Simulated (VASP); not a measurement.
# Mg2ZnSb2 (P1) in VASP: density of states with LDA

Aim: the density of states of Mg2ZnSb2 with LDA.

Everything below comes from runs of VASP 6.6.1. Logs are shortened: lines on timing, memory, paths and dates and some standing lists are left out, and cuts for length are marked.

### 1 The cell of the first run

The typed cell holds 5 atoms: a = 4.440 Å, b = 4.499 Å, c = 7.266 Å, α = 89.86°, β = 90.05°, γ = 119.57°.

### 2 Density of states, LDA

The input, POSCAR:

```
Mg2ZnSb2
1.0
    4.4401900000      0.0001100000     -0.0018300000
   -2.2200000000      3.9125600000      0.0056500000
   -0.0029900000      0.0089500000      7.2663500000
Mg Zn Sb
2 1 2
Direct
    0.3341400000      0.6408500000      0.3686600000
    0.6657900000      0.3247300000      0.0063700000
    0.0037100000      0.0360600000      0.6684300000
    0.0133300000      0.9979100000      0.2237100000
    0.3451300000      0.6644500000      0.7546300000
```

The input, INCAR.step1:

```
PREC     = Accurate       # precision mode
ENCUT    = 520            # plane-wave cutoff, eV
EDIFF    = 1E-6           # SCF threshold, eV
ISMEAR   = -1             # smearing method
SIGMA    = 0.05           # smearing width, eV
LREAL    = F              # projectors in reciprocal space
LASPH    = T              # aspherical terms in the spheres
NELM     = 60             # most SCF steps
ALGO     = Normal         # electronic algorithm
ISIF     = 2              # what is computed and relaxed
LWAVE    = F              # write WAVECAR
LCHARG   = T              # write CHGCAR
GGA      = CA             # functional
NBANDS   = 21             # bands
```

The input, KPOINTS.step1:

```
Automatic mesh
0
Gamma
  3 3 2
```

The input, INCAR.step2:

```
PREC     = Accurate       # precision mode
ENCUT    = 520            # plane-wave cutoff, eV
EDIFF    = 1E-6           # SCF threshold, eV
ISMEAR   = 0              # smearing method
SIGMA    = 0.05           # smearing width, eV
LREAL    = F              # projectors in reciprocal space
LASPH    = T              # aspherical terms in the spheres
NELM     = 60             # most SCF steps
ALGO     = Normal         # electronic algorithm
ISIF     = 2              # what is computed and relaxed
LWAVE    = F              # write WAVECAR
LCHARG   = F              # write CHGCAR
GGA      = CA             # functional
LORBIT   = 11             # projections on sites
NEDOS    = 2001           # points of the DOS
ICHARG   = 11             # starting density
```

The input, KPOINTS.step2:

```
Automatic mesh
0
Gamma
  5 5 3
```

Potentials or basis: VASP PAW LDA potentials, release 64 (Mg, Zn, Sb).

Launch:

```console
$ cat potpaw_LDA.64/Mg/POTCAR potpaw_LDA.64/Zn/POTCAR potpaw_LDA.64/Sb/POTCAR > POTCAR
$ cp INCAR.step1 INCAR
$ cp KPOINTS.step1 KPOINTS
$ mpirun -np 1 vasp_std > vasp.out
$ cp INCAR.step2 INCAR
$ cp KPOINTS.step2 KPOINTS
$ mpirun -np 1 vasp_std > vasp.out
```

OUTCAR:

```text
PREC = Accurate
   ENCUT = 520
   EDIFF = 1E-6
   ISMEAR = 0
   LREAL = F
   LASPH = T
   NELM = 60
   ISIF = 2
   GGA = CA
   LORBIT = 11
   ICHARG = 11

 ion  position               nearest neighbor table
   1  0.334  0.641  0.369-   4 2.73   5 2.81   4 2.82   4 2.83   3 3.21   2 3.63
   2  0.666  0.325  0.006-   4 2.97   4 3.04   4 3.07   5 3.14   5 3.17   5 3.20   1 3.63
   3  0.004  0.036  0.668-   5 2.54   5 2.63   5 2.82   1 3.21   4 3.24
   4  0.013  0.998  0.224-   1 2.73   1 2.82   1 2.83   2 2.97   2 3.04   2 3.07   3 3.24
   5  0.345  0.664  0.755-   3 2.54   3 2.63   1 2.81   3 2.82   2 3.14   2 3.17   2 3.20

  LATTYP: Found a triclinic cell.
 ALAT       =     4.4985061605
 B/A-ratio  =     0.9870366340
 C/A-ratio  =     1.6152820220
 COS(alpha) =     0.0008235991
 COS(beta)  =     0.0025303086
 COS(gamma) =     0.4934760855

  Lattice vectors:

 A1 = (  -2.2200000000,   3.9125600000,   0.0056500000)
 A2 = (  -4.4401900000,  -0.0001100000,   0.0018300000)
 A3 = (  -0.0029900000,   0.0089500000,   7.2663500000)

Analysis of symmetry for initial positions (statically):
=====================================================================
 Subroutine PRICEL returns:
 Original cell was already a primitive cell.

 Routine SETGRP: Setting up the symmetry group for a
 triclinic supercell.

 Subroutine GETGRP returns: Found  1 space group operations
 (whereof  1 operations were pure point group operations)
 out of a pool of  2 trial point group operations.

The static configuration has the point symmetry C_1 .

Analysis of symmetry for dynamics (positions and initial velocities):
=====================================================================
 Subroutine PRICEL returns:
 Original cell was already a primitive cell.

 Routine SETGRP: Setting up the symmetry group for a
 triclinic supercell.

 Subroutine GETGRP returns: Found  1 space group operations
 (whereof  1 operations were pure point group operations)
 out of a pool of  2 trial point group operations.

The dynamic configuration has the point symmetry C_1 .

 Subroutine INISYM returns: Found  1 space group operations
 (whereof  1 operations are pure point group operations),
 and found     1 'primitive' translations

----------------------------------------------------------------------------------------

                                     Primitive cell

  volume of cell :     126.2363

  direct lattice vectors                    reciprocal lattice vectors
     4.440190000  0.000110000 -0.001830000     0.225212395  0.127786381 -0.000064723
    -2.220000000  3.912560000  0.005650000    -0.000006462  0.255583923 -0.000314807
    -0.002990000  0.008950000  7.266350000     0.000056724 -0.000166549  0.137620905

  length of vectors
     4.440190378  4.498506161  7.266356127     0.258940121  0.255584117  0.137621017

  position of ions in fractional coordinates (direct lattice)
     0.334140000  0.640850000  0.368660000
     0.665790000  0.324730000  0.006370000
     0.003710000  0.036060000  0.668430000
     0.013330000  0.997910000  0.223710000
     0.345130000  0.664450000  0.754630000

  ion indices of the primitive-cell ions
   primitive index   ion index
                 1           1
                 2           2
                 3           3
                 4           4
                 5           5

----------------------------------------------------------------------------------------

 KPOINTS: Automatic mesh

Automatic generation of k-mesh.
 Grid dimensions read from file:
 generate k-points for:    5    5    3

 Generating k-lattice:

  Cartesian coordinates                     Fractional coordinates (reciprocal lattice)
     0.045042479  0.025557276 -0.000012945     0.200000000 -0.000000000 -0.000000000
    -0.000001292  0.051116785 -0.000062961    -0.000000000  0.200000000 -0.000000000
     0.000018908 -0.000055516  0.045873635     0.000000000 -0.000000000  0.333333333

  Length of vectors
     0.051788024  0.051116823  0.045873672

  Shift w.r.t. Gamma in fractional coordinates (k-lattice)
     0.000000000  0.000000000  0.000000000

 Subroutine IBZKPT returns following result:
 ===========================================

 Found     38 irreducible k-points:

 Following reciprocal coordinates:
            Coordinates               Weight
  0.000000  0.000000  0.000000      1.000000
  0.200000  0.000000  0.000000      2.000000
  0.400000  0.000000  0.000000      2.000000
  0.000000  0.200000  0.000000      2.000000
  0.200000  0.200000  0.000000      2.000000
  0.400000  0.200000  0.000000      2.000000
[... 16 lines left out ...]
 -0.200000  0.200000  0.333333      2.000000
 -0.000000  0.400000  0.333333      2.000000
 [... further k-points ...]
   k-points           NKPTS =     38   k-points in BZ     NKDIM =     38   number of bands    NBANDS=     17
   number of dos      NEDOS =   2001   number of ions     NIONS =      5
   total plane-waves  NPLWV =  69984
   dimension x,y,z NGX =    36 NGY =   36 NGZ =   54
   dimension x,y,z NGXF=    72 NGYF=   72 NGZF=  108
   ions per type =               2   1   2
   NGX,Y,Z   is equivalent  to a cutoff of  13.48, 13.30, 12.35 a.u.
   NGXF,Y,Z  is equivalent  to a cutoff of  26.96, 26.61, 24.71 a.u.
 SYSTEM =  unknown system
   PREC   = accura    normal or accurate (medium, high low for compatibility)
   ISTART =      0    job   : 0-new  1-cont  2-samecut
   ICHARG =     11    charge: 1-file 2-atom 10-const
   ISPIN  =      1    spin polarized calculation?
   LNONCOLLINEAR =      F non collinear calculations
   LSORBIT =      F    spin-orbit coupling
   LASPH  =      T    aspherical Exc in radial PAW
   ENCUT  =  520.0 eV  38.22 Ry    6.18 a.u.   8.26  8.36 13.51*2*pi/ulx,y,z
   NELM   =     60;   NELMIN=  2; NELMDL=  0     # of ELM steps
   EDIFF  = 0.1E-05   stopping-criterion for ELM
   LREAL  =      F    real-space projection
   EDIFFG = 0.1E-04   stopping-criterion for IOM
   NSW    =      0    number of steps for IOM
   IBRION =     -1    ionic relax: 0-MD 1-quasi-New 2-CG
   NFREE  =      0    steps in history (QN), initial steepest desc. (CG)
   ISIF   =      2    stress and relaxation
   ISYM   =      2    0-nonsym 1-usesym 2-fastsym
   POTIM  = 0.5000    time-step for ionic-motion
   TEBEG  =    0.0;   TEEND  =   0.0 temperature during run
   PSTRESS=    0.0 pullay stress
   NELECT =      26.0000    total number of electrons
   NUPDOWN=      -1.0000    fix difference up-down
   EMIN   =  10.00;   EMAX   =-10.00  energy-range for DOS
   EFERMI =   0.00;   METHOD = LEGACY
   ISMEAR =     0;   SIGMA  =   0.05  broadening in eV -4-tet -1-fermi 0-gaus
   EFERMI_NEDOS =   21; number of points for ismear=-14 and -15
   IALGO  =     38    algorithm
   IMIX   =      4    mixing-type and parameters
     AMIX     =   0.40;   BMIX     =  1.00
     AMIX_MAG =   1.60;   BMIX_MAG =  1.00
  volume/ion in A,a.u.               =      25.25       170.38
  Fermi-wavevector in a.u.,A,eV,Ry     =   0.966803  1.826992 12.717467  0.934707
  Thomas-Fermi vector in A             =   2.096635
   LORBIT       =     11    0 simple, 1 ext, 2 COOP (PROOUT), +10 PAW based schemes
   GGA     = CA    functional components
   LHFCALC =     F    Hartree Fock is set to
   AEXX    =    0.0000 exact exchange contribution
   IVDW    =     0    specifies the selected vdW correction
   LEPSILON=     F    determine dielectric tensor
   LRPA    =     F    only Hartree local field effects (RPA)
 non-spin polarized calculation
 Gauss-broadening in eV      SIGMA  =   0.05
  energy-cutoff  :      520.00
  volume of cell :      126.24
 maximum number of plane-waves:      3419
 NGX is ok and might be reduce to    36

 number of electron      26.0000007 magnetization

 Free energy of the ion-electron system (eV)
  ---------------------------------------------------
  ext. energy  EPLUGINS =         0.00000000
  ---------------------------------------------------
  free energy    TOTEN  =       -16.14146935 eV

  energy without entropy =      -16.13873114  energy(sigma->0) =      -16.14010024

 E-fermi :   4.1284     XC(G=0):  -9.3233

 val. band max:        4.1169706246   @ k =  -0.0000   0.4000   0.3333
 cond. band min:       4.1687578013   @ k =  -0.0000   0.0000   0.3333
 fundamental gap:      0.0517871767
 Fermi energy:         4.1283524725

 k-point     1 :       0.0000    0.0000    0.0000
  band No.  band energies     occupation
      1      -6.4655      2.00000
      2      -5.1243      2.00000
      3      -3.4225      2.00000
      4      -3.3810      2.00000
      5      -3.2608      2.00000
      6      -3.2353      2.00000
[... 9 lines left out ...]
     16       7.0734      0.00000
     17       7.3526      0.00000

 k-point     2 :       0.2000    0.0000    0.0000
  band No.  band energies     occupation
      1      -6.1763      2.00000
      2      -4.9331      2.00000
      3      -3.4153      2.00000
      4      -3.3494      2.00000
      5      -3.2783      2.00000
      6      -3.2422      2.00000
[... 9 lines left out ...]
     16       7.3082      0.00000
     17       7.4968      0.00000

 k-point     3 :       0.4000    0.0000    0.0000
  band No.  band energies     occupation
      1      -5.5356      2.00000
      2      -4.6191      2.00000
      3      -3.3641      2.00000
      4      -3.3328      2.00000
      5      -3.2599      2.00000
      6      -3.2364      2.00000
[... 9 lines left out ...]
     16       6.7143      0.00000
     17       7.5806      0.00000

 k-point     4 :       0.0000    0.2000    0.0000
  band No.  band energies     occupation
      1      -6.1767      2.00000
      2      -4.9392      2.00000
      3      -3.4124      2.00000
      4      -3.3474      2.00000
      5      -3.2856      2.00000
      6      -3.2385      2.00000
[... 9 lines left out ...]
     16       7.2052      0.00000
     17       7.5736      0.00000
[... 343 lines left out ...]
      1      -5.6386      2.00000
      2      -4.7851      2.00000
      3      -3.3914      2.00000
      4      -3.3101      2.00000
      5      -3.2908      2.00000
      6      -3.2397      2.00000
[... 9 lines left out ...]
     16       7.0946      0.00000
     17       7.6154      0.00000

 k-point    23 :      -0.2000    0.2000    0.3333
  band No.  band energies     occupation
      1      -6.0636      2.00000
      2      -5.1607      2.00000
      3      -3.4019      2.00000
      4      -3.3620      2.00000
      5      -3.2695      2.00000
      6      -3.2540      2.00000
[... 9 lines left out ...]
     16       7.2129      0.00000
     17       7.7430      0.00000

 k-point    24 :      -0.0000    0.4000    0.3333
  band No.  band energies     occupation
      1      -5.4578      2.00000
      2      -4.6977      2.00000
      3      -3.3527      2.00000
      4      -3.3248      2.00000
      5      -3.2748      2.00000
      6      -3.2450      2.00000
[... 9 lines left out ...]
     16       6.6032      0.00000
     17       7.1967      0.00000

 [... further k-points ...]
[... 5 lines left out ...]
  --------------------------------------------------------------------------------------
  -------------------------------------------------------------------------------------
  Total       -3.3471251     -1.7184423     -2.1406315      0.5191629      0.6187581     -0.2830685
  in kB      -42.4813458    -21.8102818    -27.1686608      6.5891593      7.8532104     -3.5926744
  external PRESSURE =     -30.4867628 kB  Pullay stress =       0.0000000 kB

 VOLUME and BASIS-vectors are now :
 -----------------------------------------------------------------------------
  energy-cutoff  :      520.00
  volume of cell :      126.24
      direct lattice vectors                 reciprocal lattice vectors
     4.440190000  0.000110000 -0.001830000     0.225212395  0.127786381 -0.000064723
    -2.220000000  3.912560000  0.005650000    -0.000006462  0.255583923 -0.000314807
    -0.002990000  0.008950000  7.266350000     0.000056724 -0.000166549  0.137620905

 POSITION                                       TOTAL-FORCE (eV/Angst)
 -----------------------------------------------------------------------------------
      0.05986      2.51070      2.68182         0.000398      0.297908     -0.077464
      2.23531      1.27066      0.04690         0.034095      0.058184      0.251078
     -0.06558      0.14707      4.85724         0.365348     -0.648351     -0.537517
     -2.15684      3.90639      1.63117        -0.074113     -0.276927     -0.061012
      0.05511      2.60649      5.48653        -0.325728      0.569186      0.424914
 -----------------------------------------------------------------------------------
    total drift:                               -0.008210      0.006738     -0.009496

  FREE ENERGIE OF THE ION-ELECTRON SYSTEM (eV)
  ---------------------------------------------------
  free  energy   TOTEN  =       -16.1414693460 eV

  energy  without entropy=      -16.1387311417  energy(sigma->0) =      -16.14010024

 total charge

# of ion       s       p       d       tot
------------------------------------------
    1        0.194   0.142   0.025   0.361
    2        0.177   0.103   0.020   0.299
    3        0.605   0.385   9.745  10.735
    4        1.129   1.417   0.012   2.558
    5        1.130   1.372   0.025   2.526
--------------------------------------------------
tot          3.234   3.418   9.827  16.479
```

It took 52 s on 1 thread of Intel Xeon Platinum 8488C (Sapphire Rapids), shared host; peak memory 0.25 GiB.

Results:

```
Valence electrons inside the program's atomic spheres : Mg 0.36, 0.30; Zn 10.73; Sb 2.56, 2.53
```

Caveat: the k points lie up to 0.54 Å⁻¹ apart; spin-orbit coupling is left out, which moves the levels of the heavy elements.
